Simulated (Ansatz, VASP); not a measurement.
**NaMgBr3: VASP beside Ansatz**

```
CELL_PARAMETERS angstrom
5.32149 0.00000 0.00000
0.00000 5.26880 0.00000
0.00000 0.00000 5.26880
ATOMIC_POSITIONS crystal
Na 0.00000 0.00000 0.00000
Mg 0.50000 0.50000 0.50000
Br 0.50000 0.50000 0.00000
Br 0.50000 0.00000 0.50000
Br 0.00000 0.50000 0.50000
```

Change from the starting cell: uniaxial_x strain +1.0%.

Alike in both runs: task single point; functional r2SCAN; k mesh 6 × 6 × 6; no spin polarisation.

```csv
,VASP,Ansatz
version,VASP 6.6.1,Ansatz 0.2.0
potentials or method,"VASP PAW PBE potentials, release 64 (Na_pv, Mg, Br)","plane waves, PAW"
plane-wave cutoff (eV),520,500
occupations,"gaussian, width 0.01 eV",fixed
valence electrons in the cell,30,40
```

|  | VASP | Ansatz | Ansatz less VASP |
| --- | --- | --- | --- |
| gap on the k mesh at the Fermi level (eV) | 3.58 | 3.62 | +0.037 |
| pressure (GPa) | -0.4 | -0.3 | +0.16 |
| traceless stress, the component that is largest in VASP (GPa) | -0.22 | -0.21 | +0.002 |

VASP's potentials were made for PBE, not for r2SCAN. VASP's potentials hold 30 valence electrons a cell and Ansatz's 40, so a difference there can come from the potentials and not from the codes.
